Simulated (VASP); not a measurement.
Input of a VASP 6.6.1 run:

File INCAR:

```
PREC = Accurate ; ENCUT = 520
EDIFF = 1E-7 ; ISMEAR = 0
SIGMA = 0.05 ; LREAL = Auto
LASPH = T ; NELM = 60
ALGO = Normal ; ISIF = 2
LWAVE = F ; LCHARG = T
GGA = PS ; LELF = T
LVHAR = T ; NBANDS = 74
```

File KPOINTS:

```
Automatic mesh
0
Gamma
  2 2 1
```

File POSCAR:

```
H5C10Cl
1.0
    5.0487420000      0.0000000000      0.0000000000
    0.0000000000      5.0487420000      0.0000000000
    0.0000000000      0.0000000000     16.8355610000
H C Cl
10 20 2
Direct
    0.4277867635      0.0000000000      0.0593980801
    0.0722132365      0.0000000000      0.0593980801
    0.9277867635      0.0000000000      0.0593980801
    0.5722132365      0.0000000000      0.0593980801
    0.4277867635      0.5000000000      0.0593980801
    0.0722132365      0.5000000000      0.0593980801
    0.9277867635      0.5000000000      0.0593980801
    0.5722132365      0.5000000000      0.0593980801
    0.2706250389      0.4647769682      0.3716081098
    0.7460484216      0.4832782107      0.3673423178
    0.2500000990      0.0000000000      0.0970980415
    0.7500000990      0.0000000000      0.0970980415
    0.2500000990      0.5000000000      0.0970980415
    0.7500000990      0.5000000000      0.0970980415
    0.2500000990      0.2500000990      0.1501108279
    0.7500000990      0.2500000990      0.1501108279
    0.2500000990      0.7500000990      0.1501108279
    0.7500000990      0.7500000990      0.1501108279
    0.0002398617      0.2548747787      0.1975613999
    0.5027020592      0.2494902691      0.1995779054
    0.0011600910      0.7501767767      0.2067002697
    0.5012801209      0.7457729074      0.2085640033
    0.0022516500      0.0175582353      0.2535013832
    0.5043757435      0.0064303147      0.2607572150
    0.0011864342      0.4841619952      0.2573599419
    0.5039629674      0.4788283893      0.2576372121
    0.2495683083      0.1041104893      0.2954505050
    0.7655188164      0.0919007151      0.3056403051
    0.2517682623      0.4009820664      0.3049217071
    0.7538487805      0.4107823295      0.3055541779
   -0.1197553767     -0.0286394116      0.4009658484
    0.4471795152      0.4720082745      0.4753361055
```

Potentials or basis: VASP PAW PBE potentials, release 64 (H, C, Cl).

Command:

```console
$ cat potpaw_PBE.64/H/POTCAR potpaw_PBE.64/C/POTCAR potpaw_PBE.64/Cl/POTCAR > POTCAR
$ mpirun -np 1 vasp_std > vasp.out
```

Question: What does it give for the band gap on the k mesh?

Answer: 0.11 eV (least direct gap 0.19 eV).

Question: What does it give for the largest force?

Answer: 8.950 eV/Å.

Forces in eV/Å, atoms in the order of the input:
```
H   -8.950 -0.032  0.004
H    8.932 -0.052  0.016
H   -8.933 -0.070  0.006
H    8.949 -0.038  0.008
H   -8.922  0.068 -0.035
H    8.929  0.006  0.040
H   -8.935  0.029  0.010
H    8.904  0.040 -0.019
H    0.049  0.006  0.033
H    0.021  0.093 -0.002
C    0.102 -0.167  1.308
C   -0.085 -0.172  1.282
C    0.278  0.176  1.287
C   -0.187  0.217  1.269
C    0.421  0.029 -3.075
C   -0.028 -0.212 -3.280
C    0.143 -0.083  0.564
C    0.081 -0.109  0.582
C    0.009 -0.013  0.020
C   -0.007  0.011 -0.016
C    0.009 -0.008  0.018
C   -0.004  0.008 -0.025
C   -0.004 -0.057  0.048
C    0.026 -0.001 -0.038
C    0.012  0.039  0.048
C    0.016  0.063  0.026
C    0.067  0.058 -0.103
C    0.016 -0.035  0.184
C   -0.002  0.019  0.036
C    0.020  0.025 -0.053
Cl  -0.682 -0.004  0.007
Cl  -0.242  0.165 -0.150
```

Caveat: the k points lie up to 0.62 Å⁻¹ apart; there is no dipole correction, which matters where the two faces differ; the PAW data sets were made with another functional, which shifts forces and pressure a little.
